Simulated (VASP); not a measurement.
Li3Cu: single point with LDA

Li3Cu:

```
Li Cu
1.0
    -2.02338    2.02338    3.59220
     2.02338   -2.02338    3.59220
     2.02338    2.02338   -3.59220
Li Cu
3 1
Direct
  0.75000 0.25000 0.50000
  0.25000 0.75000 0.50000
  0.50000 0.50000 0.00000
  0.00000 0.00000 0.00000
```

```
Program             : VASP 6.6.1
Task                : single point
Functional          : LDA
Potentials or basis : VASP PAW LDA potentials, release 64 (Li_sv, Cu)
Cutoff              : 520 eV
k mesh              : 8 × 8 × 8
Occupations         : methfessel-paxton, width 0.15 eV
Spin                : no spin polarisation
```

```yaml
Band_gap_on_the_k_mesh: zero (band 10 reaches 5.62 eV, above the bottom of band 11 at 1.64 eV)
```

Levels at points of the mesh, in eV from the Fermi level:
```
           k point  band 6  band 7  band 8  band 9  band 10  band 11  band 12  band 13  band 14  band 15
(0.00, 0.00, 0.00)   -2.69   -2.69   -2.61   -2.51     3.19     4.02     4.02     4.71     4.71     4.85
(0.50, 0.00, 0.00)   -2.67   -2.54   -2.51   -2.32    -1.89     2.02     2.61     4.15     4.76     7.44
(0.50, 0.50, 0.00)   -2.59   -2.53   -2.42   -1.77    -0.83    -0.21    -0.14     3.09     5.06     7.88
(0.50, 0.50, 0.50)   -2.52   -2.52   -2.49   -2.38    -1.90     1.12     1.12     4.79     6.48    10.82
```

Run time: 70 s on 1 thread of AMD EPYC 7R13 (shared host), peak memory 0.2 GiB.
